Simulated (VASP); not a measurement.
Input of a VASP 6.6.1 run:

File INCAR:

```
SYSTEM = MgBe2SeO2
PREC = Accurate
ENCUT = 520
EDIFF = 1E-6
ISMEAR = 0
SIGMA = 0.1
LREAL = .False.
LASPH = .True.
NELM = 150
ALGO = Normal
ISIF = 2
LWAVE = .False.
LCHARG = .False.
ISPIN = 2
MAGMOM = 0 0 0 0 1 1
LORBIT = 11
GGA = PE
NBANDS = 25
```

The input KPOINTS:

```
Automatic mesh
0
Gamma
  4 4 8
  0 0 0
```

Contents of POSCAR:

```
MgBe2SeO2
1.0
    2.4320234622     -7.8924127415      0.0000000000
    2.4320234622      7.8924127415      0.0000000000
    0.0000000000      0.0000000000      2.4878918261
Mg Be Se O
1 2 1 2
Direct
    0.5000000000      0.5000000000      0.0000000000
    0.2491262466      0.7508737534      0.0000000000
    0.7508737534      0.2491262466      0.0000000000
    0.0000000000      0.0000000000      0.5000000000
    0.0000000000      0.5000000000      0.5000000000
    0.5000000000      0.0000000000      0.5000000000
```

Potentials or basis: VASP PAW PBE potentials, release 64 (Mg, Be, Se, O).

Launch:

```bash
$ cat potpaw_PBE.64/Mg/POTCAR potpaw_PBE.64/Be/POTCAR potpaw_PBE.64/Se/POTCAR potpaw_PBE.64/O/POTCAR > POTCAR
$ mpirun -np 1 vasp_std > vasp.out
```

Problem. Predict the pressure.

Solution. 1.0 GPa.

Problem. What does it give for the net moment?

Solution. 0.00 μB per cell.

Stress tensor (GPa, compression positive):
```
-5.13  0.00  0.00
 0.00  0.17  0.00
 0.00  0.00  7.91
```
